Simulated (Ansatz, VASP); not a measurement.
One calculation of Se, two programs

POSCAR

```
Se
1.0
    4.3551700000      0.0000000000      0.0000000000
   -2.1775850000      3.7716878578      0.0000000000
    0.0000000000      0.0000000000      4.9494500000
Se
3
Direct
    0.7830000000      0.7830000000      0.5000000000
    0.0000000000      0.2170000000      0.8333333333
    0.2170000000      0.0000000000      0.1666666667
```

Contents of INCAR.step1:

```
SYSTEM = Se
ALGO = Normal
EDIFF = 1E-5
ENCUT = 520
GGA = PE
ISIF = 2
ISMEAR = -1
LASPH = .TRUE.
LCHARG = .FALSE.
LREAL = .FALSE.
LWAVE = .TRUE.
NBANDS = 16
NELM = 60
PREC = Accurate
SIGMA = 0.05
```

INCAR.step2

```
SYSTEM = Se
AEXX = 0.25
ALGO = Normal
EDIFF = 1E-7
ENCUT = 520
GGA = PE
ISIF = 2
ISMEAR = -1
ISTART = 1
LASPH = .TRUE.
LCHARG = .FALSE.
LHFCALC = .TRUE.
LREAL = .FALSE.
LWAVE = .FALSE.
NBANDS = 16
NELM = 60
PREC = Accurate
PRECFOCK = Normal
SIGMA = 0.05
```

KPOINTS

```
k-points
0
G
  4 4 3
  0 0 0
```

Contents of input.yaml:

```yaml
crystal:
  lattice:
    - [4.35517, 0.0, 0.0]
    - [-2.177585, 3.7716878578, 0.0]
    - [0.0, 0.0, 4.94945]
  atoms:
    - { symbol: Se, position: [0.783, 0.783, 0.5] }
    - { symbol: Se, position: [0.0, 0.217, 0.8333333333] }
    - { symbol: Se, position: [0.217, 0.0, 0.1666666667] }
hamiltonian:
  xc: pbe0
  pseudopotentials: { kind: paw }
kpoints:
  mp_grid: { grid: [4, 4, 3] }
scf:
  occupations: { method: fermi_dirac, width: 0.05 }
  n_extra_bands: 7
output:
  forces: true
  stress: true
  eigenvalues: true
  dos: { projected: true, de: 0.05 }
```

Alike in both runs: functional PBE0; k mesh 4 × 4 × 3; occupations fermi-dirac, width 0.05 eV; no spin polarisation.

|  | VASP | Ansatz |
| --- | --- | --- |
| version | VASP 6.6.1 | Ansatz 0.2.0 |
| potentials or method | VASP PAW PBE potentials, release 64 (Se) | Ansatz PAW |
| plane-wave cutoff (eV) | 520 | 420 |
| valence electrons in the cell | 18 | 48 |
| task | single point | projected density of states |

```csv
,VASP,Ansatz,Ansatz less VASP
gap on the k mesh at the Fermi level (eV),3.32,3.29,-0.028
least direct gap on the mesh (eV),3.57,3.55,-0.027
pressure (GPa),3.2,3.4,+0.25
"traceless stress, the component that is largest in VASP (GPa)",-0.07,0.01,+0.081
rms of the force components (eV/Å),0.325,0.338,+0.0127
```

Atom by atom the forces differ by 0.013 eV/Å (rms over components). VASP's potentials hold 18 valence electrons a cell and Ansatz's 48, so a difference there can come from the potentials and not from the codes.

The k mesh is coarse, so the values compare programs but aren't converged. Noted on Ansatz's run: odd divisions of the mesh miss points on the zone boundary, where band edges often lie, so the gap on the mesh can be too wide.
